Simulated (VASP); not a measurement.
A run of VASP 6.6.1 is set up as follows.

Contents of INCAR:

```
SYSTEM = BaS
  ALGO = Normal
  EDIFF = 1E-7
  ENCUT = 520
  GGA = PE
  ISIF = 2
  ISMEAR = 0
  LASPH = .TRUE.
  LCHARG = .FALSE.
  LREAL = .FALSE.
  LWAVE = .FALSE.
  NBANDS = 15
  NELM = 80
  PREC = Accurate
  SIGMA = 0.01
```

The input KPOINTS:

```
k-points
0
G
  4 4 4
  0 0 0
```

File POSCAR:

```
BaS
1.0
    3.8337582654      0.0000000000      0.0000000000
    0.0000000000      3.8337582654      0.0000000000
    0.0000000000      0.0000000000      3.8337582654
Ba S
1 1
Direct
    0.0000000000      0.0000000000      0.0000000000
    0.5000000000      0.5000000000      0.5000000000
```

Potentials or basis: VASP PAW PBE potentials, release 64 (Ba_sv, S).

Launch:

```console
$ cat potpaw_PBE.64/Ba_sv/POTCAR potpaw_PBE.64/S/POTCAR > POTCAR
$ mpirun -np 1 vasp_std > vasp.out
```

(1) Estimate the pressure.

(2) What does it give for the band gap on the k mesh?

## Answers

(1) 1.3 GPa.

(2) 1.42 eV, indirect (least direct gap 1.53 eV).

Caveat: spin-orbit coupling is left out, which moves the levels of the heavy elements.
